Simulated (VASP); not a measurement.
# SiW3 (Im-3m) in VASP: a series of runs

SiW3 is run at these levels: PBEsol; tasks: single point.

All numbers are computed with VASP 6.6.1; they aren't measurements. Logs are shortened: lines on timing, memory, paths and dates and some standing lists are left out, and cuts for length are marked.

## Step 1: The cell of the first run

The structure is cubic, space group Im-3m (No. 229). Conventional cell: a = 4.897 Å, b = 4.897 Å, c = 4.897 Å, α = 90.00°, β = 90.00°, γ = 90.00°. Si (site symmetry m-3m) has 6 W at 2.45 Å within 3.2 Å. W (site symmetry 4/mmm) has 2 Si at 2.45 Å and 4 W at 2.45 Å within 3.2 Å.

## Step 2: Single point, PBEsol (strain -0.050 along x and y, -0.050 along z)

INCAR reads:

```
PREC = Accurate
ENCUT = 520
EDIFF = 1E-6
ISMEAR = 0
SIGMA = 0.15
LREAL = False
LASPH = True
NELM = 60
ALGO = Fast
ISIF = 2
LWAVE = False
LCHARG = False
GGA = PS
NBANDS = 31
```

KPOINTS reads:

```
Automatic mesh
0
Gamma
  14 14 14
```

POSCAR reads:

```
SiW3
1.0
   -2.4483355223      2.4483355223      2.4483355223
    2.4483355223     -2.4483355223      2.4483355223
    2.4483355223      2.4483355223     -2.4483355223
Si W
1 3
Direct
    0.0000000000      0.0000000000      0.0000000000
    0.5000000000      0.5000000000      0.0000000000
    0.5000000000      0.0000000000      0.5000000000
    0.0000000000      0.5000000000      0.5000000000
```

Potentials or basis: VASP PAW PBE potentials, release 64 (Si, W_sv).

Run with:

```console
cat potpaw_PBE.64/Si/POTCAR potpaw_PBE.64/W_sv/POTCAR > POTCAR
mpirun -np 1 vasp_std > vasp.out
```

OUTCAR:

```text
PREC = Accurate
   ENCUT = 520
   EDIFF = 1E-6
   ISMEAR = 0
   LREAL = False
   LASPH = True
   NELM = 60
   ISIF = 2
   GGA = PS

 ion  position               nearest neighbor table
   1  0.000  0.000  0.000-   2 2.45   3 2.45   4 2.45   4 2.45   3 2.45   2 2.45
   2  0.500  0.500  0.000-   1 2.45   3 2.45   4 2.45   3 2.45   4 2.45   1 2.45   4 3.46   3 3.46
                             4 3.46   4 3.46   3 3.46   3 3.46   3 3.46   4 3.46
   3  0.500  0.000  0.500-   1 2.45   2 2.45   4 2.45   2 2.45   1 2.45   4 2.45   2 3.46   4 3.46
                             4 3.46   4 3.46   2 3.46   2 3.46   2 3.46   4 3.46
   4  0.000  0.500  0.500-   1 2.45   2 2.45   3 2.45   1 2.45   2 2.45   3 2.45   3 3.46   3 3.46
                             2 3.46   3 3.46   2 3.46   2 3.46   2 3.46   3 3.46

  LATTYP: Found a body centered cubic cell.
 ALAT       =     4.8966710446

  Lattice vectors:

 A1 = (  -2.4483355223,   2.4483355223,   2.4483355223)
 A2 = (   2.4483355223,  -2.4483355223,   2.4483355223)
 A3 = (   2.4483355223,   2.4483355223,  -2.4483355223)

Analysis of symmetry for initial positions (statically):
=====================================================================
 Subroutine PRICEL returns:
 Original cell was already a primitive cell.

 Routine SETGRP: Setting up the symmetry group for a
 body centered cubic supercell.

 Subroutine GETGRP returns: Found 48 space group operations
 (whereof 48 operations were pure point group operations)
 out of a pool of 48 trial point group operations.

The static configuration has the point symmetry O_h .

Analysis of symmetry for dynamics (positions and initial velocities):
=====================================================================
 Subroutine PRICEL returns:
 Original cell was already a primitive cell.

 Routine SETGRP: Setting up the symmetry group for a
 body centered cubic supercell.

 Subroutine GETGRP returns: Found 48 space group operations
 (whereof 48 operations were pure point group operations)
 out of a pool of 48 trial point group operations.

The dynamic configuration has the point symmetry O_h .

 Subroutine INISYM returns: Found 48 space group operations
 (whereof 48 operations are pure point group operations),
 and found     1 'primitive' translations

----------------------------------------------------------------------------------------

                                     Primitive cell

  volume of cell :      58.7047

  direct lattice vectors                    reciprocal lattice vectors
    -2.448335522  2.448335522  2.448335522     0.000000000  0.204220376  0.204220376
     2.448335522 -2.448335522  2.448335522     0.204220376  0.000000000  0.204220376
     2.448335522  2.448335522 -2.448335522     0.204220376  0.204220376  0.000000000

  length of vectors
     4.240641519  4.240641519  4.240641519     0.288811225  0.288811225  0.288811225

  position of ions in fractional coordinates (direct lattice)
     0.000000000  0.000000000  0.000000000
     0.500000000  0.500000000  0.000000000
     0.500000000  0.000000000  0.500000000
     0.000000000  0.500000000  0.500000000

  ion indices of the primitive-cell ions
   primitive index   ion index
                 1           1
                 2           2
                 3           3
                 4           4

----------------------------------------------------------------------------------------

 KPOINTS: Automatic mesh

Automatic generation of k-mesh.
 Grid dimensions read from file:
 generate k-points for:   14   14   14

 Generating k-lattice:

  Cartesian coordinates                     Fractional coordinates (reciprocal lattice)
     0.000000000  0.014587170  0.014587170     0.071428571  0.000000000  0.000000000
     0.014587170  0.000000000  0.014587170     0.000000000  0.071428571  0.000000000
     0.014587170  0.014587170  0.000000000     0.000000000  0.000000000  0.071428571

  Length of vectors
     0.020629373  0.020629373  0.020629373

  Shift w.r.t. Gamma in fractional coordinates (k-lattice)
     0.000000000  0.000000000  0.000000000

 Subroutine IBZKPT returns following result:
 ===========================================

 Found    104 irreducible k-points:

 Following reciprocal coordinates:
            Coordinates               Weight
  0.000000  0.000000  0.000000      1.000000
  0.071429  0.000000  0.000000     12.000000
  0.142857  0.000000  0.000000     12.000000
  0.214286  0.000000  0.000000     12.000000
  0.285714  0.000000  0.000000     12.000000
  0.357143  0.000000  0.000000     12.000000
[... 16 lines left out ...]
  0.285714  0.285714  0.000000     24.000000
  0.357143  0.285714 -0.000000     24.000000
 [... further k-points ...]
   k-points           NKPTS =    104   k-points in BZ     NKDIM =    104   number of bands    NBANDS=     31
   number of dos      NEDOS =    301   number of ions     NIONS =      4
   total plane-waves  NPLWV =  32768
   dimension x,y,z NGX =    32 NGY =   32 NGZ =   32
   dimension x,y,z NGXF=    64 NGYF=   64 NGZF=   64
   ions per type =               1   3
   NGX,Y,Z   is equivalent  to a cutoff of  12.54, 12.54, 12.54 a.u.
   NGXF,Y,Z  is equivalent  to a cutoff of  25.09, 25.09, 25.09 a.u.
 SYSTEM =  unknown system
   PREC   = accura    normal or accurate (medium, high low for compatibility)
   ISTART =      0    job   : 0-new  1-cont  2-samecut
   ICHARG =      2    charge: 1-file 2-atom 10-const
   ISPIN  =      1    spin polarized calculation?
   LNONCOLLINEAR =      F non collinear calculations
   LSORBIT =      F    spin-orbit coupling
   LASPH  =      T    aspherical Exc in radial PAW
   ENCUT  =  520.0 eV  38.22 Ry    6.18 a.u.   7.88  7.88  7.88*2*pi/ulx,y,z
   NELM   =     60;   NELMIN=  2; NELMDL= -5     # of ELM steps
   EDIFF  = 0.1E-05   stopping-criterion for ELM
   LREAL  =      F    real-space projection
   EDIFFG = 0.1E-04   stopping-criterion for IOM
   NSW    =      0    number of steps for IOM
   IBRION =     -1    ionic relax: 0-MD 1-quasi-New 2-CG
   NFREE  =      0    steps in history (QN), initial steepest desc. (CG)
   ISIF   =      2    stress and relaxation
   ISYM   =      2    0-nonsym 1-usesym 2-fastsym
   POTIM  = 0.5000    time-step for ionic-motion
   TEBEG  =    0.0;   TEEND  =   0.0 temperature during run
   PSTRESS=    0.0 pullay stress
   NELECT =      46.0000    total number of electrons
   NUPDOWN=      -1.0000    fix difference up-down
   EMIN   =  10.00;   EMAX   =-10.00  energy-range for DOS
   EFERMI =   0.00;   METHOD = LEGACY
   ISMEAR =     0;   SIGMA  =   0.15  broadening in eV -4-tet -1-fermi 0-gaus
   EFERMI_NEDOS =   21; number of points for ismear=-14 and -15
   IALGO  =     68    algorithm
   IMIX   =      4    mixing-type and parameters
     AMIX     =   0.40;   BMIX     =  1.00
     AMIX_MAG =   1.60;   BMIX_MAG =  1.00
  volume/ion in A,a.u.               =      14.68        99.04
  Fermi-wavevector in a.u.,A,eV,Ry     =   1.509280  2.852126 30.993070  2.277926
  Thomas-Fermi vector in A             =   2.619623
   LORBIT       =      0    0 simple, 1 ext, 2 COOP (PROOUT), +10 PAW based schemes
   GGA     = PS    functional components
   LHFCALC =     F    Hartree Fock is set to
   AEXX    =    0.0000 exact exchange contribution
   IVDW    =     0    specifies the selected vdW correction
   LEPSILON=     F    determine dielectric tensor
   LRPA    =     F    only Hartree local field effects (RPA)
 non-spin polarized calculation
 RMM-DIIS sequential band-by-band and
 Gauss-broadening in eV      SIGMA  =   0.15
  energy-cutoff  :      520.00
  volume of cell :       58.70
 maximum number of plane-waves:      1600
   NGX = 15   NGY = 15   NGZ = 15

 number of electron      45.9999988 magnetization

 Free energy of the ion-electron system (eV)
  ---------------------------------------------------
  ext. energy  EPLUGINS =         0.00000000
  ---------------------------------------------------
  free energy    TOTEN  =       -40.48973335 eV

  energy without entropy =      -40.44708645  energy(sigma->0) =      -40.46840990

 E-fermi :  11.4643     XC(G=0): -13.3478

 val. band max:       11.4578975877   @ k =   0.2857   0.2143   0.0000
 cond. band min:      11.4667321086   @ k =   0.5000   0.5000   0.5000
 fundamental gap:      0.0088345209
 Fermi energy:        11.4643044691

 k-point     1 :       0.0000    0.0000    0.0000
  band No.  band energies     occupation
      1     -62.3869      2.00000
      2     -62.0442      2.00000
      3     -62.0442      2.00000
      4     -27.6696      2.00000
      5     -27.6696      2.00000
      6     -27.6696      2.00000
[... 23 lines left out ...]
     30      16.1252      0.00000
     31      18.2197      0.00000

 k-point     2 :       0.0714    0.0000    0.0000
  band No.  band energies     occupation
      1     -62.3831      2.00000
      2     -62.0480      2.00000
      3     -62.0443      2.00000
      4     -27.6703      2.00000
      5     -27.6451      2.00000
      6     -27.6435      2.00000
[... 23 lines left out ...]
     30      16.0240      0.00000
     31      18.0168      0.00000

 k-point     3 :       0.1429    0.0000    0.0000
  band No.  band energies     occupation
      1     -62.3719      2.00000
      2     -62.0593      2.00000
      3     -62.0447      2.00000
      4     -27.6721      2.00000
      5     -27.5725      2.00000
      6     -27.5663      2.00000
[... 23 lines left out ...]
     30      15.7632      0.00000
     31      17.4628      0.00000

 k-point     4 :       0.2143    0.0000    0.0000
  band No.  band energies     occupation
      1     -62.3540      2.00000
      2     -62.0772      2.00000
      3     -62.0453      2.00000
      4     -27.6747      2.00000
      5     -27.4544      2.00000
      6     -27.4414      2.00000
[... 23 lines left out ...]
     30      15.5145      0.00000
     31      16.6829      0.00000

 k-point     5 :       0.2857    0.0000    0.0000
  band No.  band energies     occupation
      1     -62.3310      2.00000
      2     -62.1003      2.00000
      3     -62.0459      2.00000
      4     -27.6776      2.00000
      5     -27.2959      2.00000
      6     -27.2744      2.00000
[... 23 lines left out ...]
     30      15.5064      0.00000
     31      15.5508      0.00000
[... 542 lines left out ...]
     30      15.8192      0.00000
     31      16.9722      0.00000

 k-point    22 :       0.3571    0.2143    0.0000
  band No.  band energies     occupation
      1     -62.2506      2.00000
      2     -62.1798      2.00000
      3     -62.0480      2.00000
      4     -27.4653      2.00000
      5     -27.1135      2.00000
      6     -26.9107      2.00000
[... 23 lines left out ...]
     30      15.1357      0.00000
     31      16.9696      0.00000

 k-point    23 :       0.2857    0.2857    0.0000
  band No.  band energies     occupation
      1     -62.2466      2.00000
      2     -62.1837      2.00000
      3     -62.0481      2.00000
      4     -27.3147      2.00000
      5     -27.2957      2.00000
      6     -26.9140      2.00000
[... 23 lines left out ...]
     30      15.5845      0.00000
     31      16.7582      0.00000

 k-point    24 :       0.3571    0.2857   -0.0000
  band No.  band energies     occupation
      1     -62.2290      2.00000
      2     -62.2012      2.00000
      3     -62.0483      2.00000
      4     -27.3074      2.00000
      5     -27.1282      2.00000
      6     -27.1021      2.00000
[... 23 lines left out ...]
     30      15.1305      0.00000
     31      16.5841      0.00000

 [... further k-points ...]
[... 5 lines left out ...]
  --------------------------------------------------------------------------------------
  -------------------------------------------------------------------------------------
  Total       16.4026343     16.4026343     16.4026343     -0.0000000      0.0000000     -0.0000000
  in kB      447.6631963    447.6631963    447.6631963     -0.0000000      0.0000000     -0.0000000
  external PRESSURE =     447.6631963 kB  Pullay stress =       0.0000000 kB

 VOLUME and BASIS-vectors are now :
 -----------------------------------------------------------------------------
  energy-cutoff  :      520.00
  volume of cell :       58.70
      direct lattice vectors                 reciprocal lattice vectors
    -2.448335522  2.448335522  2.448335522     0.000000000  0.204220376  0.204220376
     2.448335522 -2.448335522  2.448335522     0.204220376  0.000000000  0.204220376
     2.448335522  2.448335522 -2.448335522     0.204220376  0.204220376  0.000000000

 POSITION                                       TOTAL-FORCE (eV/Angst)
 -----------------------------------------------------------------------------------
      0.00000      0.00000      0.00000        -0.000000     -0.000000     -0.000000
      0.00000      0.00000      2.44834        -0.000000      0.000000     -0.000000
      0.00000      2.44834      0.00000         0.000000      0.000000      0.000000
      2.44834      0.00000      0.00000         0.000000     -0.000000     -0.000000
 -----------------------------------------------------------------------------------
    total drift:                               -0.000000     -0.000000      0.000000

  FREE ENERGIE OF THE ION-ELECTRON SYSTEM (eV)
  ---------------------------------------------------
  free  energy   TOTEN  =       -40.4897333529 eV

  energy  without entropy=      -40.4470864482  energy(sigma->0) =      -40.46840990
```

It took 4.5 min on 1 thread of Intel Xeon 8259CL, shared host; peak memory 0.28 GiB.

What came out:

| Property | Result |
| --- | --- |
| Free energy | -40.4897 eV |
| Pressure | 44.8 GPa |
| Band gap on the k mesh | zero (bands 23 and 24 overlap by 2.08 eV) |

Levels at points of the mesh, in eV from the Fermi level:
```csv
k point,band 21,band 22,band 23,band 24,band 25,band 26
"(0.00, 0.00, 0.00)",-0.28,-0.28,0.62,0.62,2.39,2.39
"(0.50, 0.00, 0.00)",-1.01,-0.55,-0.44,-0.43,-0.21,1.01
"(0.50, 0.50, 0.50)",-3.04,-3.04,0.00,0.00,1.31,1.31
```

Caveat: the cell differs from its parent crystal (strain -0.050 along x and y, -0.050 along z); the cell stands under pressure; the PAW data sets were made with another functional, which shifts forces and pressure a little; spin-orbit coupling is left out, which moves the levels of the heavy elements.

## Step 3: Single point, PBEsol (strain +0.050 along x and y, +0.050 along z)

INCAR reads:

```
PREC = Accurate ; ENCUT = 520
EDIFF = 1E-7 ; ISMEAR = 0
SIGMA = 0.15 ; LREAL = False
LASPH = True ; NELM = 80
ALGO = Fast ; ISIF = 2
LWAVE = False ; LCHARG = True
GGA = PS ; LELF = True
LVHAR = True ; NBANDS = 31
```

KPOINTS is that of step 2.

POSCAR reads:

```
SiW3
1.0
   -2.7060550509      2.7060550509      2.7060550509
    2.7060550509     -2.7060550509      2.7060550509
    2.7060550509      2.7060550509     -2.7060550509
Si W
1 3
Direct
    0.0000000000      0.0000000000      0.0000000000
    0.5000000000      0.5000000000      0.0000000000
    0.5000000000      0.0000000000      0.5000000000
    0.0000000000      0.5000000000      0.5000000000
```

Potentials or basis: VASP PAW PBE potentials, release 64 (Si, W_sv).

Run with:

```console
cat potpaw_PBE.64/Si/POTCAR potpaw_PBE.64/W_sv/POTCAR > POTCAR
mpirun -np 1 vasp_std > vasp.out
```

It took 8.6 min on 1 thread of Intel Xeon 8259CL, shared host; peak memory 0.35 GiB.

Results (log left out):

```
Free energy            : -40.8964 eV
Pressure               : -21.7 GPa
Band gap on the k mesh : zero (bands 23 and 24 overlap by 1.50 eV)
```

Levels at points of the mesh, in eV from the Fermi level:
```csv
k point,band 20,band 21,band 22,band 23,band 24,band 25,band 26,band 27
"(0.00, 0.00, 0.00)",-0.28,-0.28,-0.28,0.31,0.31,1.65,1.65,1.65
"(0.50, 0.00, 0.00)",-1.50,-1.05,-0.46,-0.40,-0.34,-0.07,0.63,1.48
"(0.50, 0.50, 0.50)",-2.48,-2.48,-2.48,0.00,0.00,1.00,1.00,1.00
```

Caveat: the cell differs from its parent crystal (strain +0.050 along x and y, +0.050 along z); the cell stands under tension; the PAW data sets were made with another functional, which shifts forces and pressure a little; spin-orbit coupling is left out, which moves the levels of the heavy elements.
